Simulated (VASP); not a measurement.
BiTe, 2 atoms in the cell. It takes space group Fm-3m (No. 225, cubic). Conventional cell: a = 6.470 Å, b = 6.470 Å, c = 6.470 Å, α = 90.00°, β = 90.00°, γ = 90.00°. Bi (site symmetry m-3m) has 6 Te at 3.23 Å within 4.3 Å. Te (site symmetry m-3m) has 6 Bi at 3.23 Å within 4.3 Å. 

```yaml
Program: VASP 6.6.1
Task: single point
Functional: BLYP
Potentials_or_basis: VASP PAW PBE potentials, release 64 (Bi_d, Te)
Cutoff: 500 eV
k_mesh: 7 × 7 × 7
Occupations: tetrahedron
Spin: no spin polarisation
Dipole_correction: no
Further_INCAR_settings: ALGO = Normal; EDIFF = 1e-06; NBANDS = 18
```

Potentials or basis: VASP PAW PBE potentials, release 64 (Bi_d, Te).

Command:

```bash
$ cat potpaw_PBE.64/Bi_d/POTCAR potpaw_PBE.64/Te/POTCAR > POTCAR
$ mpirun -np 1 vasp_std > vasp.out
```

Hardware: 1 thread of Intel(R) Xeon(R) Platinum 8259CL CPU @ 2.50GHz (Skylake/Cascade Lake), on a shared host.

Problem. How long does it take, and how much memory?

Solution. Run time: 46 s on 1 thread of Intel(R) Xeon(R) Platinum 8259CL CPU @ 2.50GHz (Skylake/Cascade Lake) (shared host), peak memory 0.21 GiB. Counts: scf iterations 15, k points 20.
